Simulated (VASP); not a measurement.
Set up this calculation in VASP 6.6.1, as the native input.

| Property | Result |
| --- | --- |
| Task | relaxation of cell and atoms |
| Functional | PBE |
| Potentials or basis | VASP PAW PBE potentials, release 64 (Si, B) |
| Cutoff | 600 eV |
| k mesh | 18 × 18 × 10 |
| Occupations | gaussian, width 0.1 eV |
| Spin | no spin polarisation |
| Dipole correction | no |
| Further INCAR settings | ALGO = Normal; EDIFF = 1e-06; IBRION = 2; EDIFFG = -0.01; NSW = 100; ISIF = 3 |

The structure of SiB2 lies in POSCAR:

```
SiB2
1.0
    2.8006718786      0.0000000000      0.0000000000
   -1.4003359393      2.4254529946      0.0000000000
    0.0000000000      0.0000000000      4.5308655926
Si B
1 2
Direct
    0.6666666667      0.3333333333      0.0000000000
    0.0000000000      0.0000000000      0.3172568306
    0.0000000000      0.0000000000      0.6827431694
```

The cell was generated, and may not be a known phase.

One way to write it, as run:

INCAR

```
SYSTEM = SiB2
ALGO     = Normal         ! electronic algorithm
EDIFF    = 1E-6           ! SCF threshold, eV
EDIFFG   = -0.01          ! ionic threshold
ENCUT    = 600            ! plane-wave cutoff, eV
GGA      = PE             ! functional
IBRION   = 2              ! ionic algorithm
ISIF     = 3              ! what is computed and relaxed
ISMEAR   = 0              ! smearing method
LASPH    = .True.         ! aspherical terms in the spheres
LCHARG   = .False.        ! write CHGCAR
LREAL    = .False.        ! projectors in reciprocal space
LWAVE    = .False.        ! write WAVECAR
NELM     = 60             ! most SCF steps
NSW      = 100            ! ionic steps
PREC     = Accurate       ! precision mode
SIGMA    = 0.1            ! smearing width, eV
```

KPOINTS

```
k-points
0
Gamma
  18 18 10
  0 0 0
```

Potentials or basis: VASP PAW PBE potentials, release 64 (Si, B).

The run is started by

```console
$ cat potpaw_PBE.64/Si/POTCAR potpaw_PBE.64/B/POTCAR > POTCAR
$ mpirun -np 1 vasp_std > vasp.out
```

It gave:

* Relaxed volume: 10.27 Å³/atom
* Relaxed cell: a = 2.802 Å, b = 2.802 Å, c = 4.534 Å, α = 90.00°, β = 90.00°, γ = 120.00°
* Space group after relaxing (to 0.1 Å): P-6m2 (No. 187)
* Energy gained by relaxing: 0.1 meV/atom
* Ionic steps: 4
* Pressure after relaxing: -0.1 GPa
* Band gap on the k mesh: zero (bands 5 and 6 overlap by 7.15 eV)

Wall time 110 s on 1 thread of Intel(R) Xeon(R) Platinum 8259CL CPU @ 2.50GHz (Skylake/Cascade Lake), on a shared host, peak memory 0.21 GiB.
